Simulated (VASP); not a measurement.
Cu, 1 atom in the cell. Symmetry: Fm-3m, No. 225, cubic system. The conventional cell has a = 3.610 Å, b = 3.610 Å, c = 3.610 Å, α = 90.00°, β = 90.00°, γ = 90.00°. Within 3.4 Å of Cu (site symmetry m-3m) lie 12 Cu at 2.55 Å. 

```yaml
Program: VASP 6.6.1
Task: relaxation of cell and atoms
Functional: PBE
Potentials_or_basis: VASP PAW PBE potentials, release 64 (Cu)
Cutoff: 600 eV
k_mesh: 38 × 38 × 38
Occupations: gaussian, width 0.1 eV
Spin: no spin polarisation
Dipole_correction: no
Further_INCAR_settings: ALGO = Fast; EDIFF = 1e-06; IBRION = 2; EDIFFG = -0.003; NSW = 80; ISIF = 3
```

Potentials or basis: VASP PAW PBE potentials, release 64 (Cu).

Launch:

```console
$ cat potpaw_PBE.64/Cu/POTCAR > POTCAR
$ mpirun -np 1 vasp_std > vasp.out
```

Hardware: 1 thread of Intel Xeon 8259CL, on a shared host.

Question: Estimate the wall time of this run.

Answer: Wall time 11 min on 1 thread of Intel Xeon 8259CL (shared host), peak memory 0.33 GiB. Counts: scf iterations 37, k points 1440, ion steps 4.
